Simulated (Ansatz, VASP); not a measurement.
## One calculation of V, two programs

The input INCAR:

```
SYSTEM = V
  ALGO = Normal
  EDIFF = 1E-6
  ENCUT = 500
  GGA = PE
  GGA_COMPAT = .FALSE.
  ISIF = 2
  ISMEAR = -1
  ISPIN = 2
  LASPH = .TRUE.
  LCHARG = .FALSE.
  LMAXMIX = 4
  LORBIT = 11
  LREAL = .FALSE.
  LWAVE = .FALSE.
  MAGMOM = 0
  NBANDS = 16
  NELM = 200
  PREC = Accurate
  SIGMA = 0.1
```

Contents of KPOINTS:

```
k-points
0
G
  8 8 8
  0 0 0
```

The input POSCAR:

```
V
1.0
   -1.5197390000      1.5197390000      1.5197390000
    1.5197390000     -1.5197390000      1.5197390000
    1.5197390000      1.5197390000     -1.5197390000
V
1
Direct
    0.0000000000      0.0000000000      0.0000000000
```

Input for Ansatz:

```yaml
crystal:
  lattice:
    - [-1.519739, 1.519739, 1.519739]
    - [1.519739, -1.519739, 1.519739]
    - [1.519739, 1.519739, -1.519739]
  atoms:
    - { symbol: V, position: [0, 0, 0] }
kpoints:
  mp_grid: { grid: [8, 8, 8], shift: [0, 0, 0] }
hamiltonian:
  xc: pbe
  pseudopotentials: { kind: nc }
scf:
  occupations: { method: fermi_dirac }
magnetization:
  spin_polarized: true
```

Alike in both runs: task single point; functional PBE; k mesh 8 × 8 × 8; collinear spin.

|  | VASP | Ansatz |
| --- | --- | --- |
| version | VASP 6.6.1 | Ansatz 0.2 development build |
| potentials or method | VASP PAW PBE potentials, release 64 (V_sv) | scalar-relativistic |
| plane-wave cutoff (eV) | 500 | 1143 |
| occupations | fermi-dirac, width 0.1 eV | fermi-dirac |

```tsv
	VASP	Ansatz	Ansatz less VASP
net moment per atom (μB)	0.00	0.00	0.000
```

The k mesh is coarse, so the values compare programs but aren't converged.
